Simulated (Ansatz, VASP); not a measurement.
MnBr4: VASP beside Ansatz

Contents of INCAR:

```
ALGO = Normal
EDIFF = 1E-7
ENCUT = 520
GGA = PE
ISIF = 2
ISMEAR = 0
ISPIN = 2
LASPH = True
LCHARG = True
LELF = True
LMAXMIX = 4
LORBIT = 11
LREAL = False
LVHAR = True
LWAVE = False
MAGMOM = 4 0 0 0 0
NBANDS = 32
NELM = 150
PREC = Accurate
SIGMA = 0.1
```

File KPOINTS:

```
k-points
0
Gamma
  4 4 4
```

The input POSCAR:

```
MnBr4
1.0
    5.3530009000      0.0000000000      0.0000000000
    0.0000000000      5.3530009000      0.0000000000
    0.0000000000      0.0000000000      5.3530009000
Mn Br
1 4
Direct
    0.5000000000      0.5000000000      0.5000000000
    0.0000000000      0.0000000000      0.0000000000
    0.5000000000      0.5000000000      0.0000000000
    0.5000000000      0.0000000000      0.5000000000
    0.0000000000      0.5000000000      0.5000000000
```

Input for Ansatz:

```yaml
crystal:
  lattice:
    - [5.3530009, 0.0, 0.0]
    - [0.0, 5.3530009, 0.0]
    - [0.0, 0.0, 5.3530009]
  atoms:
    - { symbol: Mn, position: [0.5, 0.5, 0.5], spin: 4.0 }
    - { symbol: Br, position: [0.0, 0.0, 0.0] }
    - { symbol: Br, position: [0.5, 0.5, 0.0] }
    - { symbol: Br, position: [0.5, 0.0, 0.5] }
    - { symbol: Br, position: [0.0, 0.5, 0.5] }
basis:
  ecutwfc: 420
kpoints:
  mp_grid: { grid: [4, 4, 4] }
hamiltonian:
  xc: pbe
scf:
  occupations: { method: gaussian, width: 0.1 }
  lower_state_search: "off"
output:
  forces: true
  stress: true
  eigenvalues: true
  populations: true
magnetization:
  spin_polarized: true
```

Change from the starting cell: species swapped into the Mn4N type (Pm-3m, No. 221).

Alike in both runs: task single point; functional PBE; k mesh 4 × 4 × 4; occupations gaussian, width 0.1 eV; collinear spin.

```csv
,VASP,Ansatz
version,VASP 6.6.1,Ansatz 0.2.0
potentials or method,"VASP PAW PBE potentials, release 64 (Mn_pv, Br), cutoff 520 eV","scalar-relativistic, plane waves, PAW"
valence electrons in the cell,41,43
```

|  | VASP | Ansatz | Ansatz less VASP |
| --- | --- | --- | --- |
| gap on the k mesh at the Fermi level (eV) | none | none | - |
| pressure (GPa) | -2.7 | -2.7 | -0.03 |
| net moment per atom (μB) | 0.60 | 0.60 | 0.000 |
| size of the moment on the site where the two differ most (μB) | 0.69 | 0.90 | +0.209 |

Site moments also hang on the region over which each program counts them. A gap of «none» marks a metal or a gap that the smearing closes. With one functional, cell and mesh, what is left measures potentials, basis and numerics. VASP's potentials hold 41 valence electrons a cell and Ansatz's 43, so a difference there can come from the potentials and not from the codes.
